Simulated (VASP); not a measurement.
# AlNi (C2/m) in VASP: further runs

Runs on AlNi. Level: r2SCAN. Tasks: single point.

Everything below comes from runs of VASP 6.6.1. Logs are shortened: lines on timing, memory, paths and dates and some standing lists are left out, and cuts for length are marked.

## 1. The cell of the first run

It takes space group C2/m (No. 12, monoclinic). Conventional cell: a = 4.601 Å, b = 2.789 Å, c = 4.111 Å, α = 90.00°, β = 109.27°, γ = 90.00°. Within 3.3 Å of Ni (site symmetry 2/m) lie 6 Al at 2.48 to 2.53 Å and 6 Ni at 2.69 to 2.79 Å. Within 3.3 Å of Al (site symmetry 2/m) lie 6 Ni at 2.48 to 2.53 Å and 6 Al at 2.69 to 2.79 Å.

## 2. Single point, r2SCAN, collinear spin, ferromagnetic start

The input, POSCAR:

```
AlNi
1.0
    2.3006810000     -1.3946800000      0.0000000000
    2.3006810000      1.3946800000      0.0000000000
   -1.3564510000      0.0000000000      3.8808380000
Ni Al
1 1
Direct
    0.5000000000      0.5000000000      0.5000000000
    0.0000000000      0.0000000000      0.0000000000
```

The input, INCAR.step1:

```
SYSTEM = AlNi
ALGO = Normal
EDIFF = 1E-4
ENCUT = 520
GGA = PE
ISMEAR = -1
ISPIN = 2
LASPH = .TRUE.
LCHARG = .FALSE.
LMAXMIX = 4
LREAL = .FALSE.
LWAVE = .TRUE.
MAGMOM = 1 0
NBANDS = 18
NELM = 150
PREC = Accurate
SIGMA = 0.05
```

The input, INCAR.step2:

```
SYSTEM = AlNi
ALGO = Normal
EDIFF = 1E-7
ENCUT = 520
ISIF = 2
ISMEAR = -1
ISPIN = 2
ISTART = 1
LASPH = .TRUE.
LCHARG = .FALSE.
LMAXMIX = 4
LMIXTAU = .TRUE.
LORBIT = 11
LREAL = .FALSE.
LWAVE = .FALSE.
MAGMOM = 1 0
METAGGA = R2SCAN
NBANDS = 18
NELM = 150
PREC = Accurate
SIGMA = 0.05
```

The input, KPOINTS:

```
k-points
0
G
  11 11 7
  0 0 0
```

Potentials or basis: VASP PAW PBE potentials, release 64 (Ni, Al).

Launch:

```
$ cat potpaw_PBE.64/Ni/POTCAR potpaw_PBE.64/Al/POTCAR > POTCAR
$ cp INCAR.step1 INCAR
$ mpirun -np 1 vasp_std > vasp.out
$ cp INCAR.step2 INCAR
$ mpirun -np 1 vasp_std > vasp.out
```

OUTCAR:

```text
SYSTEM = AlNi
   EDIFF = 1E-7
   ENCUT = 520
   ISIF = 2
   ISMEAR = -1
   ISPIN = 2
   ISTART = 1
   LASPH = .TRUE.
   LORBIT = 11
   LREAL = .FALSE.
   METAGGA = R2SCAN
   NELM = 150
   PREC = Accurate

 ion  position               nearest neighbor table
   1  0.500  0.500  0.500-   2 2.48   2 2.48   2 2.48   2 2.48   2 2.53   2 2.53
   2  0.000  0.000  0.000-   1 2.48   1 2.48   1 2.48   1 2.48   1 2.53   1 2.53

  LATTYP: Found a base centered monoclinic cell.
 ALAT       =     4.6013620000
 B/A-ratio  =     0.6062031199
 C/A-ratio  =     0.8934454424
 COS(beta)  =    -0.3299511685

  Lattice vectors:

 A1 = (   2.3006810000,  -1.3946800000,   0.0000000000)
 A2 = (   2.3006810000,   1.3946800000,   0.0000000000)
 A3 = (  -1.3564510000,   0.0000000000,   3.8808380000)

Analysis of symmetry for initial positions (statically):
=====================================================================
 Subroutine PRICEL returns:
 Original cell was already a primitive cell.

 Routine SETGRP: Setting up the symmetry group for a
 base centered monoclinic supercell.

 Subroutine GETGRP returns: Found  4 space group operations
 (whereof  4 operations were pure point group operations)
 out of a pool of  4 trial point group operations.

The static configuration has the point symmetry C_2h.

Analysis of symmetry for dynamics (positions and initial velocities):
=====================================================================
 Subroutine PRICEL returns:
 Original cell was already a primitive cell.

 Routine SETGRP: Setting up the symmetry group for a
 base centered monoclinic supercell.

 Subroutine GETGRP returns: Found  4 space group operations
 (whereof  4 operations were pure point group operations)
 out of a pool of  4 trial point group operations.

The dynamic configuration has the point symmetry C_2h.

Analysis of structural, dynamic, and magnetic symmetry:
=====================================================================
 Subroutine PRICEL returns:
 Original cell was already a primitive cell.

 Routine SETGRP: Setting up the symmetry group for a
 base centered monoclinic supercell.

 Subroutine GETGRP returns: Found  4 space group operations
 (whereof  4 operations were pure point group operations)
 out of a pool of  4 trial point group operations.

The overall configuration has the point symmetry C_2h.

 Subroutine INISYM returns: Found  4 space group operations
 (whereof  4 operations are pure point group operations),
 and found     1 'primitive' translations

----------------------------------------------------------------------------------------

                                     Primitive cell

  volume of cell :      24.9050

  direct lattice vectors                    reciprocal lattice vectors
     2.300681000 -1.394680000  0.000000000     0.217326957 -0.358505177  0.075961266
     2.300681000  1.394680000  0.000000000     0.217326957  0.358505177  0.075961266
    -1.356451000  0.000000000  3.880838000     0.000000000  0.000000000  0.257676306

  length of vectors
     2.690402454  2.690402454  4.111065908     0.426059951  0.426059951  0.257676306

  position of ions in fractional coordinates (direct lattice)
     0.500000000  0.500000000  0.500000000
     0.000000000  0.000000000  0.000000000

  ion indices of the primitive-cell ions
   primitive index   ion index
                 1           1
                 2           2

----------------------------------------------------------------------------------------

 KPOINTS: k-points

Automatic generation of k-mesh.
 Grid dimensions read from file:
 generate k-points for:   11   11    7

 Generating k-lattice:

  Cartesian coordinates                     Fractional coordinates (reciprocal lattice)
     0.019756996 -0.032591380  0.006905570     0.090909091 -0.000000000  0.000000000
     0.019756996  0.032591380  0.006905570    -0.000000000  0.090909091  0.000000000
     0.000000000  0.000000000  0.036810901     0.000000000  0.000000000  0.142857143

  Length of vectors
     0.038732723  0.038732723  0.036810901

  Shift w.r.t. Gamma in fractional coordinates (k-lattice)
     0.000000000  0.000000000  0.000000000

 Subroutine IBZKPT returns following result:
 ===========================================

 Found    234 irreducible k-points:

 Following reciprocal coordinates:
            Coordinates               Weight
  0.000000  0.000000  0.000000      1.000000
  0.090909 -0.000000  0.000000      4.000000
  0.181818 -0.000000  0.000000      4.000000
  0.272727 -0.000000  0.000000      4.000000
  0.363636 -0.000000  0.000000      4.000000
  0.454545 -0.000000  0.000000      4.000000
[... 16 lines left out ...]
 -0.272727  0.181818 -0.000000      4.000000
 -0.181818  0.181818  0.000000      2.000000
 [... further k-points ...]
   k-points           NKPTS =    234   k-points in BZ     NKDIM =    234   number of bands    NBANDS=     18
   number of dos      NEDOS =    301   number of ions     NIONS =      2
   total plane-waves  NPLWV =  12800
   dimension x,y,z NGX =    20 NGY =   20 NGZ =   32
   dimension x,y,z NGXF=    40 NGYF=   40 NGZF=   64
   ions per type =               1   1
   NGX,Y,Z   is equivalent  to a cutoff of  12.36, 12.36, 12.94 a.u.
   NGXF,Y,Z  is equivalent  to a cutoff of  24.72, 24.72, 25.88 a.u.
 SYSTEM =  AlNi
   PREC   = accura    normal or accurate (medium, high low for compatibility)
   ISTART =      1    job   : 0-new  1-cont  2-samecut
   ICHARG =      0    charge: 1-file 2-atom 10-const
   ISPIN  =      2    spin polarized calculation?
   LNONCOLLINEAR =      F non collinear calculations
   LSORBIT =      F    spin-orbit coupling
   LASPH  =      T    aspherical Exc in radial PAW
   ENCUT  =  520.0 eV  38.22 Ry    6.18 a.u.   5.00  5.00  7.64*2*pi/ulx,y,z
   NELM   =    150;   NELMIN=  2; NELMDL=  0     # of ELM steps
   EDIFF  = 0.1E-06   stopping-criterion for ELM
   LREAL  =      F    real-space projection
   EDIFFG = 0.1E-05   stopping-criterion for IOM
   NSW    =      0    number of steps for IOM
   IBRION =     -1    ionic relax: 0-MD 1-quasi-New 2-CG
   NFREE  =      0    steps in history (QN), initial steepest desc. (CG)
   ISIF   =      2    stress and relaxation
   ISYM   =      2    0-nonsym 1-usesym 2-fastsym
   POTIM  = 0.5000    time-step for ionic-motion
   TEBEG  =    0.0;   TEEND  =   0.0 temperature during run
   PSTRESS=    0.0 pullay stress
   NELECT =      13.0000    total number of electrons
   NUPDOWN=      -1.0000    fix difference up-down
   EMIN   =  10.00;   EMAX   =-10.00  energy-range for DOS
   EFERMI =   0.00;   METHOD = LEGACY
   ISMEAR =    -1;   SIGMA  =   0.05  broadening in eV -4-tet -1-fermi 0-gaus
   EFERMI_NEDOS =   21; number of points for ismear=-14 and -15
   IALGO  =     38    algorithm
   IMIX   =      4    mixing-type and parameters
     AMIX     =   0.40;   BMIX     =  1.00
     AMIX_MAG =   1.60;   BMIX_MAG =  1.00
  volume/ion in A,a.u.               =      12.45        84.03
  Fermi-wavevector in a.u.,A,eV,Ry     =   1.318137  2.490917 23.639910  1.737484
  Thomas-Fermi vector in A             =   2.448128
   LORBIT       =     11    0 simple, 1 ext, 2 COOP (PROOUT), +10 PAW based schemes
   METAGGA = R2SCAN    functional components
   LHFCALC =     F    Hartree Fock is set to
   AEXX    =    0.0000 exact exchange contribution
   IVDW    =     0    specifies the selected vdW correction
   LEPSILON=     F    determine dielectric tensor
   LRPA    =     F    only Hartree local field effects (RPA)
 spin polarized calculation
  energy-cutoff  :      520.00
  volume of cell :       24.90
 maximum number of plane-waves:       685
   NGX =  9   NGY =  9   NGZ = 15

 number of electron      12.9999998 magnetization      -0.0000043

 number of electron      12.9999998 magnetization       0.0000000

 Free energy of the ion-electron system (eV)
  ---------------------------------------------------
  ext. energy  EPLUGINS =         0.00000000
  ---------------------------------------------------
  free energy    TOTEN  =       -19.50048694 eV

  energy without entropy =      -19.49324947  energy(sigma->0) =      -19.49686821

 E-fermi :   9.1953     XC(G=0): -12.7796

 val. band max:        9.1914397744   @ k =   0.4545   0.1818   0.4286
 cond. band min:       9.2042109729   @ k =  -0.1818   0.0909   0.1429
 fundamental gap:      0.0127711984
 Fermi energy:         9.1953322479

 spin component 1

 k-point     1 :       0.0000    0.0000    0.0000
  band No.  band energies     occupation
      1      -2.2233      1.00000
      2       5.5414      1.00000
      3       7.3347      1.00000
      4       7.3396      1.00000
      5       7.6216      1.00000
      6       7.7515      1.00000
[... 10 lines left out ...]
     17      30.4746      0.00000
     18      31.2741      0.00000
[... 463 lines left out ...]
 k-point    24 :      -0.1818    0.1818    0.0000
  band No.  band energies     occupation
      1       0.3837      1.00000
      2       6.0843      1.00000
      3       6.5516      1.00000
      4       6.7904      1.00000
      5       7.4428      1.00000
      6       8.3924      1.00000
[... 10 lines left out ...]
     17      34.5517      0.00000
     18      35.3184      0.00000

 [... further k-points ...]

 spin component 2

 k-point     1 :       0.0000    0.0000    0.0000
  band No.  band energies     occupation
      1      -2.2233      1.00000
      2       5.5414      1.00000
      3       7.3347      1.00000
      4       7.3396      1.00000
      5       7.6216      1.00000
      6       7.7515      1.00000
[... 10 lines left out ...]
     17      30.4746      0.00000
     18      31.2741      0.00000
[... 463 lines left out ...]
 k-point    24 :      -0.1818    0.1818    0.0000
  band No.  band energies     occupation
      1       0.3837      1.00000
      2       6.0843      1.00000
      3       6.5516      1.00000
      4       6.7904      1.00000
      5       7.4428      1.00000
      6       8.3924      1.00000
[... 10 lines left out ...]
     17      34.5517      0.00000
     18      35.3184      0.00000

 [... further k-points ...]

------------------------ aborting loop because EDIFF is reached ----------------------------------------

  FORCE on cell =-STRESS in cart. coord.  units (eV):
  Direction    XX          YY          ZZ          XY          YZ          ZX
  --------------------------------------------------------------------------------------
  -------------------------------------------------------------------------------------
  Total       -0.3565451     -0.6631338     -0.4028941      0.0000000      0.0000000     -0.0950686
  in kB      -22.9371049    -42.6604338    -25.9188093      0.0000000      0.0000000     -6.1159119
  external PRESSURE =     -30.5054494 kB  Pullay stress =       0.0000000 kB

 VOLUME and BASIS-vectors are now :
 -----------------------------------------------------------------------------
  energy-cutoff  :      520.00
  volume of cell :       24.90
      direct lattice vectors                 reciprocal lattice vectors
     2.300681000 -1.394680000  0.000000000     0.217326957 -0.358505177  0.075961266
     2.300681000  1.394680000  0.000000000     0.217326957  0.358505177  0.075961266
    -1.356451000  0.000000000  3.880838000     0.000000000  0.000000000  0.257676306

 POSITION                                       TOTAL-FORCE (eV/Angst)
 -----------------------------------------------------------------------------------
      1.62246      0.00000      1.94042        -0.000000     -0.000000      0.000000
      0.00000      0.00000      0.00000         0.000000      0.000000      0.000000
 -----------------------------------------------------------------------------------
    total drift:                                0.000000      0.000000      0.000000

  FREE ENERGIE OF THE ION-ELECTRON SYSTEM (eV)
  ---------------------------------------------------
  free  energy   TOTEN  =       -19.5004869429 eV

  energy  without entropy=      -19.4932494737  energy(sigma->0) =      -19.49686821

 total charge

# of ion       s       p       d       tot
------------------------------------------
    1        0.466   0.502   8.430   9.399
    2        0.410   0.425   0.000   0.835
--------------------------------------------------
tot          0.877   0.927   8.430  10.234

 magnetization (x)

# of ion       s       p       d       tot
------------------------------------------
    1        0.000   0.000  -0.000  -0.000
    2        0.000   0.000   0.000   0.000
--------------------------------------------------
tot          0.000   0.000  -0.000  -0.000
```

It took 4.2 min on 1 thread of Intel Xeon 6975P-C (Granite Rapids), shared host; peak memory 0.27 GiB.

Results:

```yaml
Free_energy: -19.5005 eV
Pressure: -3.1 GPa
Net_moment: 0.00 μB per cell
Valence_electrons_inside_the_program's_atomic_spheres: Ni 9.40; Al 0.83
```

Levels at points of the mesh, in eV from the Fermi level:
Spin up:
| k point | band 4 | band 5 | band 6 | band 7 | band 8 | band 9 | band 10 | band 11 |
| --- | --- | --- | --- | --- | --- | --- | --- | --- |
| (0.00, 0.00, 0.00) | -1.86 | -1.57 | -1.44 | -1.32 | 2.94 | 14.36 | 14.98 | 15.92 |
Spin down:
```csv
k point,band 4,band 5,band 6,band 7,band 8,band 9,band 10,band 11
"(0.00, 0.00, 0.00)",-1.86,-1.57,-1.44,-1.32,2.94,14.36,14.98,15.92
```

Caveat: the cell stands under tension; the PAW data sets were made with another functional, which shifts forces and pressure a little.

## 3. Single point, r2SCAN, collinear spin, ferromagnetic start

This run uses another cell than the first one, of 12.70 Å³/atom.

The input, POSCAR:

```
AlNi
1.0
    2.3159177421     -1.4039165606      0.0000000000
    2.3159177421      1.4039165606      0.0000000000
   -1.3654343810      0.0000000000      3.9065396629
Ni Al
1 1
Direct
    0.5000000000      0.5000000000      0.5000000000
    0.0000000000      0.0000000000      0.0000000000
```

The input, INCAR.step1:

```
SYSTEM = AlNi
  ALGO = Normal
  EDIFF = 1E-4
  ENCUT = 520
  GGA = PE
  ISMEAR = -1
  ISPIN = 2
  LASPH = .TRUE.
  LCHARG = .FALSE.
  LMAXMIX = 4
  LREAL = .FALSE.
  LWAVE = .TRUE.
  MAGMOM = 1 0
  NBANDS = 18
  NELM = 150
  PREC = Accurate
  SIGMA = 0.05
```

The input, INCAR.step2:

```
SYSTEM = AlNi
  ALGO = Normal
  EDIFF = 1E-6
  ENCUT = 520
  ISIF = 2
  ISMEAR = -1
  ISPIN = 2
  ISTART = 1
  LASPH = .TRUE.
  LCHARG = .FALSE.
  LMAXMIX = 4
  LMIXTAU = .TRUE.
  LORBIT = 11
  LREAL = .FALSE.
  LWAVE = .FALSE.
  MAGMOM = 1 0
  METAGGA = R2SCAN
  NBANDS = 18
  NELM = 150
  PREC = Accurate
  SIGMA = 0.05
```

KPOINTS is that of step 2.

Potentials or basis: VASP PAW PBE potentials, release 64 (Ni, Al).

Launch:

```
$ cat potpaw_PBE.64/Ni/POTCAR potpaw_PBE.64/Al/POTCAR > POTCAR
$ cp INCAR.step1 INCAR
$ mpirun -np 1 vasp_std > vasp.out
$ cp INCAR.step2 INCAR
$ mpirun -np 1 vasp_std > vasp.out
```

Wall time 4.4 min (1 thread of Intel Xeon 6975P-C (Granite Rapids), shared host); peak memory 0.28 GiB.

It converged, with:

| Quantity | Value |
| --- | --- |
| Free energy | -19.4868 eV |
| Pressure | -5.8 GPa |
| Net moment | 0.00 μB per cell |
| Valence electrons inside the program's atomic spheres | Ni 9.37; Al 0.82 |

Stress tensor (GPa, compression positive):
```
-4.93  0.00 -0.63
 0.00 -6.82  0.00
-0.63  0.00 -5.78
```

Levels at points of the mesh, in eV from the Fermi level:
Spin up:
```tsv
k point	band 4	band 5	band 6	band 7	band 8	band 9	band 10	band 11
(0.00, 0.00, 0.00)	-1.81	-1.53	-1.41	-1.29	2.88	14.23	14.72	15.68
```
Spin down:
```csv
k point,band 3,band 4,band 5,band 6,band 7,band 8,band 9,band 10,band 11,band 12
"(0.00, 0.00, 0.00)",-1.82,-1.81,-1.53,-1.41,-1.29,2.88,14.23,14.72,15.68,15.85
```

Caveat: the cell stands under tension; the PAW data sets were made with another functional, which shifts forces and pressure a little.
